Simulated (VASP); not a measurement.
Here is a VASP 6.6.1 calculation.

INCAR

```
ALGO = Normal ; DIPOL = 0.5 0.5 0.500
EDIFF = 1E-6 ; ENCUT = 520
GGA = PS ; IDIPOL = 3
ISIF = 2 ; ISMEAR = 1
LASPH = T ; LCHARG = T
LDIPOL = T ; LELF = T
LREAL = F ; LVACPOTAV = T
LVHAR = T ; LWAVE = F
NBANDS = 48 ; NELM = 60
PREC = Accurate ; SIGMA = 0.1
```

KPOINTS

```
k-points
0
Gamma
  13 13 1
```

POSCAR

```
Ag
1.0
    2.8663098920      0.0000000000      0.0000000000
    1.4331549460      2.4822971810      0.0000000000
    0.0000000000      0.0000000000     30.0419933590
Ag
7
Direct
    0.0000000000      0.0000000000      0.2662939141
    0.3333333333      0.3333333333      0.3441959428
    0.6666666667      0.6666666667      0.4220979714
    0.0000000000      0.0000000000      0.5000000000
    0.3333333333      0.3333333333      0.5779020286
    0.6666666667      0.6666666667      0.6558040572
    0.0000000000      0.0000000000      0.7337060859
```

Potentials or basis: VASP PAW PBE potentials, release 64 (Ag).

Run with:

```sh
$ cat potpaw_PBE.64/Ag/POTCAR > POTCAR
$ mpirun -np 1 vasp_std > vasp.out
```

What does it give for the band gap on the k mesh?

Zero (an odd number of electrons rules out a gap without spin polarisation).

What does it give for the largest force?

0.031 eV/Å.

Forces in eV/Å, atoms in the order of the input:
```
Ag   0.000  0.000  0.018
Ag   0.000  0.000 -0.012
Ag   0.000  0.000 -0.031
Ag   0.000  0.000  0.000
Ag   0.000  0.000  0.031
Ag   0.000  0.000  0.012
Ag   0.000  0.000 -0.018
```

Caveat: the PAW data sets were made with another functional, which shifts forces and pressure a little.
